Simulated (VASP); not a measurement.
A run of VASP 6.6.1:

INCAR

```
AGGAC = 1.0 ; AGGAX = 1.0
ALDAC = 0.0 ; ALDAX = 1.0
ALGO = Normal ; EDIFF = 1E-7
EDIFFG = -0.03 ; ENCUT = 1300
GGA = B5 ; GGA_COMPAT = F
IBRION = 2 ; ISIF = 3
ISMEAR = -1 ; IVDW = 12
LASPH = T ; LCHARG = F
LREAL = F ; LWAVE = F
NELM = 120 ; NELMIN = 4
NSW = 80 ; PREC = Accurate
SIGMA = 0.1 ; VDW_A1 = 0.4298
VDW_A2 = 4.2359 ; VDW_S6 = 1.0
VDW_S8 = 2.6996
```

File KPOINTS:

```
k-points
0
Gamma
  13 13 4
```

Contents of POSCAR:

```
C
1.0
    2.4561701600      0.0000000000      0.0000000000
   -1.2280850800      2.1271057600      0.0000000000
    0.0000000000      0.0000000000      8.5238033600
C
2
Direct
    0.3333333333      0.6666666667      0.0000000000
    0.6666666667      0.3333333333      0.0000000000
```

Potentials or basis: VASP PAW PBE potentials, release 64 (C_h).

The run is started by

```sh
$ cat potpaw_PBE.64/C_h/POTCAR > POTCAR
$ mpirun -np 1 vasp_std > vasp.out
```

Hardware: 1 thread of Intel(R) Xeon(R) Platinum 8259CL CPU @ 2.50GHz (Skylake/Cascade Lake), on a shared host.

**Question.** How long does it take, and how much memory?

**Answer.** It took 8.1 min on 1 thread of Intel(R) Xeon(R) Platinum 8259CL CPU @ 2.50GHz (Skylake/Cascade Lake), on a shared host, peak memory 0.34 GiB. Counts: scf iterations 66, k points 63, ion steps 3.
